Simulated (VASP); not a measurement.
# WS2 in VASP: further runs

The runs below take WS2 through single point, with PBE+D3(BJ).

Program: VASP 6.6.1. These are calculated values, not measurements. Logs are shortened: lines on timing, memory, paths and dates and some standing lists are left out, and cuts for length are marked.

**1. The cell of the first run**

The cell holds a slab with vacuum, 6 atoms: a = 3.160 Å, b = 3.160 Å, c = 23.804 Å, α = 90.00°, β = 90.00°, γ = 120.00°.

**2. Single point, PBE+D3(BJ) (layers slid over each other)**

Contents of INCAR:

```
ALGO = Normal ; DIPOL = 0.5 0.5 0.402
EDIFF = 1E-6 ; ENCUT = 520
GGA = PE ; IDIPOL = 3
ISIF = 2 ; ISMEAR = 0
IVDW = 12 ; LASPH = True
LCHARG = False ; LDIPOL = True
LREAL = False ; LWAVE = False
NBANDS = 35 ; NELM = 60
PREC = Accurate ; SIGMA = 0.05
```

Contents of KPOINTS:

```
k-points
0
Gamma
  9 9 1
```

Contents of POSCAR:

```
WS2
1.0
    3.1595457497      0.0000000000      0.0000000000
   -1.5797728749      2.7362468836      0.0000000000
    0.0000000000      0.0000000000     23.8042575719
S W
4 2
Direct
    0.3333333333      0.6666666667      0.1890418126
    0.3333333333      0.6666666667      0.3214605103
    0.8333333333      1.0000000000      0.4827761904
    0.8333333333      1.0000000000      0.6151948880
    0.6666666667      0.3333333333      0.2552511581
    0.5000000000      1.3333333333      0.5489855359
```

Potentials or basis: VASP PAW PBE potentials, release 64 (S, W_sv).

Launch:

```console
$ cat potpaw_PBE.64/S/POTCAR potpaw_PBE.64/W_sv/POTCAR > POTCAR
$ mpirun -np 1 vasp_std > vasp.out
```

OUTCAR:

```text
EDIFF = 1E-6
   ENCUT = 520
   GGA = PE
   ISIF = 2
   ISMEAR = 0
   IVDW = 12
   LASPH = True
   LREAL = False
   NELM = 60
   PREC = Accurate
 IVDW          = 12

 ion  position               nearest neighbor table
   1  0.333  0.667  0.189-   5 2.41   5 2.41   5 2.41
   2  0.333  0.667  0.321-   5 2.41   5 2.41   5 2.41
   3  0.833  0.000  0.483-   6 2.41   6 2.41   6 2.41
   4  0.833  0.000  0.615-   6 2.41   6 2.41   6 2.41
   5  0.667  0.333  0.255-   1 2.41   1 2.41   1 2.41   2 2.41   2 2.41   2 2.41
   6  0.500  0.333  0.549-   3 2.41   3 2.41   3 2.41   4 2.41   4 2.41   4 2.41

  LATTYP: Found a hexagonal cell.
 ALAT       =     3.1595457497
 C/A-ratio  =     7.5340759266

  Lattice vectors:

 A1 = (   3.1595457497,   0.0000000000,   0.0000000000)
 A2 = (  -1.5797728749,   2.7362468836,   0.0000000000)
 A3 = (   0.0000000000,   0.0000000000,  23.8042575719)

Analysis of symmetry for initial positions (statically):
=====================================================================
 Subroutine PRICEL returns:
 Original cell was already a primitive cell.

 Routine SETGRP: Setting up the symmetry group for a
 hexagonal supercell.

 Subroutine GETGRP returns: Found  2 space group operations
 (whereof  1 operations were pure point group operations)
 out of a pool of 24 trial point group operations.

The static configuration has the point symmetry C_1 .
 The point group associated with its full space group is S_2 .

Analysis of symmetry for dynamics (positions and initial velocities):
=====================================================================
 Subroutine PRICEL returns:
 Original cell was already a primitive cell.

 Routine SETGRP: Setting up the symmetry group for a
 hexagonal supercell.

 Subroutine GETGRP returns: Found  2 space group operations
 (whereof  1 operations were pure point group operations)
 out of a pool of 24 trial point group operations.

The dynamic configuration has the point symmetry C_1 .
 The point group associated with its full space group is S_2 .

 Subroutine INISYM returns: Found  2 space group operations
 (whereof  1 operations are pure point group operations),
 and found     1 'primitive' translations

----------------------------------------------------------------------------------------

                                     Primitive cell

  volume of cell :     205.7949

  direct lattice vectors                    reciprocal lattice vectors
     3.159545750  0.000000000  0.000000000     0.316501193  0.182732049  0.000000000
    -1.579772875  2.736246884  0.000000000     0.000000000  0.365464098  0.000000000
     0.000000000  0.000000000 23.804257572     0.000000000  0.000000000  0.042009292

  length of vectors
     3.159545750  3.159545750 23.804257572     0.365464098  0.365464098  0.042009292

  position of ions in fractional coordinates (direct lattice)
     0.333333333  0.666666667  0.189041813
     0.333333333  0.666666667  0.321460510
     0.833333333  0.000000000  0.482776190
     0.833333333  0.000000000  0.615194888
     0.666666667  0.333333333  0.255251158
     0.500000000  0.333333333  0.548985536

  ion indices of the primitive-cell ions
   primitive index   ion index
                 1           1
                 2           2
                 3           3
                 4           4
                 5           5
                 6           6

----------------------------------------------------------------------------------------

 KPOINTS: k-points

Automatic generation of k-mesh.
 Grid dimensions read from file:
 generate k-points for:    9    9    1

 Generating k-lattice:

  Cartesian coordinates                     Fractional coordinates (reciprocal lattice)
     0.035166799  0.020303561  0.000000000     0.111111111 -0.000000000  0.000000000
     0.000000000  0.040607122  0.000000000     0.000000000  0.111111111  0.000000000
     0.000000000  0.000000000  0.042009292     0.000000000  0.000000000  1.000000000

  Length of vectors
     0.040607122  0.040607122  0.042009292

  Shift w.r.t. Gamma in fractional coordinates (k-lattice)
     0.000000000  0.000000000  0.000000000

 Subroutine IBZKPT returns following result:
 ===========================================

 Found     41 irreducible k-points:

 Following reciprocal coordinates:
            Coordinates               Weight
  0.000000  0.000000  0.000000      1.000000
  0.111111 -0.000000  0.000000      2.000000
  0.000000  0.111111  0.000000      2.000000
 -0.111111  0.111111  0.000000      2.000000
  0.222222  0.000000  0.000000      2.000000
  0.000000  0.222222  0.000000      2.000000
[... 16 lines left out ...]
  0.333333  0.111111  0.000000      2.000000
 -0.111111  0.444444  0.000000      2.000000
 [... further k-points ...]
   k-points           NKPTS =     41   k-points in BZ     NKDIM =     41   number of bands    NBANDS=     35
   number of dos      NEDOS =    301   number of ions     NIONS =      6
   total plane-waves  NPLWV = 103680
   dimension x,y,z NGX =    24 NGY =   24 NGZ =  180
   dimension x,y,z NGXF=    48 NGYF=   48 NGZF=  360
   ions per type =               4   2
   NGX,Y,Z   is equivalent  to a cutoff of  12.63, 12.63, 12.57 a.u.
   NGXF,Y,Z  is equivalent  to a cutoff of  25.26, 25.26, 25.14 a.u.
 SYSTEM =  unknown system
   PREC   = accura    normal or accurate (medium, high low for compatibility)
   ISTART =      0    job   : 0-new  1-cont  2-samecut
   ICHARG =      2    charge: 1-file 2-atom 10-const
   ISPIN  =      1    spin polarized calculation?
   LNONCOLLINEAR =      F non collinear calculations
   LSORBIT =      F    spin-orbit coupling
   LASPH  =      T    aspherical Exc in radial PAW
   ENCUT  =  520.0 eV  38.22 Ry    6.18 a.u.   5.87  5.87 44.26*2*pi/ulx,y,z
   NELM   =     60;   NELMIN=  2; NELMDL= -5     # of ELM steps
   EDIFF  = 0.1E-05   stopping-criterion for ELM
   LREAL  =      F    real-space projection
   EDIFFG = 0.1E-04   stopping-criterion for IOM
   NSW    =      0    number of steps for IOM
   IBRION =     -1    ionic relax: 0-MD 1-quasi-New 2-CG
   NFREE  =      0    steps in history (QN), initial steepest desc. (CG)
   ISIF   =      2    stress and relaxation
   ISYM   =      2    0-nonsym 1-usesym 2-fastsym
   POTIM  = 0.5000    time-step for ionic-motion
   TEBEG  =    0.0;   TEEND  =   0.0 temperature during run
   PSTRESS=    0.0 pullay stress
   NELECT =      52.0000    total number of electrons
   NUPDOWN=      -1.0000    fix difference up-down
   EMIN   =  10.00;   EMAX   =-10.00  energy-range for DOS
   EFERMI =   0.00;   METHOD = LEGACY
   ISMEAR =     0;   SIGMA  =   0.05  broadening in eV -4-tet -1-fermi 0-gaus
   EFERMI_NEDOS =   21; number of points for ismear=-14 and -15
   IALGO  =     38    algorithm
   IMIX   =      4    mixing-type and parameters
     AMIX     =   0.40;   BMIX     =  1.00
     AMIX_MAG =   1.60;   BMIX_MAG =  1.00
  volume/ion in A,a.u.               =      34.30       231.46
  Fermi-wavevector in a.u.,A,eV,Ry     =   1.034978  1.955825 14.574279  1.071179
  Thomas-Fermi vector in A             =   2.169299
   LORBIT       =      0    0 simple, 1 ext, 2 COOP (PROOUT), +10 PAW based schemes
   GGA     = PE    functional components
   LHFCALC =     F    Hartree Fock is set to
   AEXX    =    0.0000 exact exchange contribution
   IVDW    =    12    specifies the selected vdW correction
   LEPSILON=     F    determine dielectric tensor
   LRPA    =     F    only Hartree local field effects (RPA)
 non-spin polarized calculation
 Gauss-broadening in eV      SIGMA  =   0.05
  energy-cutoff  :      520.00
  volume of cell :      205.79
 maximum number of plane-waves:      5566
   NGX = 11   NGY = 11   NGZ = 89

 dipolmoment           0.000000      0.000000      0.000086 electrons x Angstroem

 number of electron      51.9999994 magnetization

 dipolmoment           0.000000      0.000000     -0.000006 electrons x Angstroem

 Free energy of the ion-electron system (eV)
  ---------------------------------------------------
  ext. energy  EPLUGINS =         0.00000000
  ---------------------------------------------------
  free energy    TOTEN  =       -47.33274976 eV

  energy without entropy =      -47.33274976  energy(sigma->0) =      -47.33274976

 E-fermi :   1.1458     XC(G=0):  -6.2093

 val. band max:        0.8696764967   @ k =   0.0000   0.0000   0.0000
 cond. band min:       2.7356128138   @ k =   0.3333   0.3333   0.0000
 fundamental gap:      1.8659363171
 Fermi energy:         1.1457578029

 k-point     1 :       0.0000    0.0000    0.0000
  band No.  band energies     occupation
      1     -73.1948      2.00000
      2     -73.1948      2.00000
      3     -37.4465      2.00000
      4     -37.4464      2.00000
      5     -37.2722      2.00000
      6     -37.2722      2.00000
[... 27 lines left out ...]
     34       3.8876      0.00000
     35       5.8460      0.00000

 k-point     2 :       0.1111   -0.0000    0.0000
  band No.  band energies     occupation
      1     -73.1926      2.00000
      2     -73.1926      2.00000
      3     -37.4388      2.00000
      4     -37.4387      2.00000
      5     -37.3150      2.00000
      6     -37.3150      2.00000
[... 27 lines left out ...]
     34       4.1154      0.00000
     35       6.2120      0.00000

 k-point     3 :       0.0000    0.1111    0.0000
  band No.  band energies     occupation
      1     -73.1926      2.00000
      2     -73.1926      2.00000
      3     -37.4388      2.00000
      4     -37.4387      2.00000
      5     -37.3150      2.00000
      6     -37.3150      2.00000
[... 27 lines left out ...]
     34       4.1151      0.00000
     35       6.2119      0.00000
[... 723 lines left out ...]
 k-point    23 :       0.3333    0.1111    0.0000
  band No.  band energies     occupation
      1     -73.1778      2.00000
      2     -73.1777      2.00000
      3     -37.5799      2.00000
      4     -37.5798      2.00000
      5     -37.3857      2.00000
      6     -37.3857      2.00000
[... 27 lines left out ...]
     34       5.5660      0.00000
     35       7.1569      0.00000

 k-point    24 :      -0.1111    0.4444    0.0000
  band No.  band energies     occupation
      1     -73.1778      2.00000
      2     -73.1777      2.00000
      3     -37.5799      2.00000
      4     -37.5799      2.00000
      5     -37.3858      2.00000
      6     -37.3857      2.00000
[... 27 lines left out ...]
     34       5.5618      0.00000
     35       7.1465      0.00000

 [... further k-points ...]

------------------------ aborting loop because EDIFF is reached ----------------------------------------

 vacuum level on the upper side and lower side of the slab       (xc-potential included)        -0.141        -0.142

 Edisp (eV)   -2.05353

 E8    (eV) :    -0.8930

  FORCE on cell =-STRESS in cart. coord.  units (eV):
  Direction    XX          YY          ZZ          XY          YZ          ZX
  --------------------------------------------------------------------------------------
  -------------------------------------------------------------------------------------
  Total      -0.19026    -0.19114    -0.65494     0.00817     0.01274     0.01146
  in kB      -1.48120    -1.48805    -5.09893     0.06363     0.09917     0.08923
  external pressure =       -2.69 kB  Pullay stress =        0.00 kB

 VOLUME and BASIS-vectors are now :
 -----------------------------------------------------------------------------
  energy-cutoff  :      520.00
  volume of cell :      205.79
      direct lattice vectors                 reciprocal lattice vectors
     3.159545750  0.000000000  0.000000000     0.316501193  0.182732049  0.000000000
    -1.579772875  2.736246884  0.000000000     0.000000000  0.365464098  0.000000000
     0.000000000  0.000000000 23.804257572     0.000000000  0.000000000  0.042009292

 POSITION                                       TOTAL-FORCE (eV/Angst)
 -----------------------------------------------------------------------------------
     -0.00000      1.82416      4.50000        -0.000204      0.000105      0.003206
     -0.00000      1.82416      7.65213        -0.001656     -0.001718      0.068053
      2.63295      0.00000     11.49213         0.001656      0.001718     -0.068053
      2.63295      0.00000     14.64426         0.000204     -0.000105     -0.003206
      1.57977      0.91208      6.07606        -0.000490     -0.001018      0.039967
      1.05318      0.91208     13.06819         0.000490      0.001018     -0.039967
 -----------------------------------------------------------------------------------
    total drift:                                0.000001     -0.000000     -0.000528

  FREE ENERGIE OF THE ION-ELECTRON SYSTEM (eV)
  ---------------------------------------------------
  free  energy   TOTEN  =       -49.3862808552 eV

  energy  without entropy=      -49.3862808552  energy(sigma->0) =      -49.38628086

 vacuum level on the upper side and lower side of the slab         6.375         6.375
```

Wall time 14 min (1 thread of AMD EPYC 7R13, shared host); peak memory 0.42 GiB.

What came out:

| Item | Value |
| --- | --- |
| Free energy | -49.3863 eV |
| Largest force | 0.068 eV/Å |
| Band gap on the k mesh | 1.87 eV (least direct gap 1.92 eV) |
| Dispersion energy per atom | -0.342 eV |

Forces on the atoms (eV/Å):
```
S    0.000  0.000  0.003
S   -0.002 -0.002  0.068
S    0.002  0.002 -0.068
S    0.000  0.000 -0.003
W    0.000 -0.001  0.040
W    0.000  0.001 -0.040
```

Caveat: the cell differs from its parent crystal (layers slid over each other); spin-orbit coupling is left out, which moves the levels of the heavy elements.

[end of part 1 of 2]
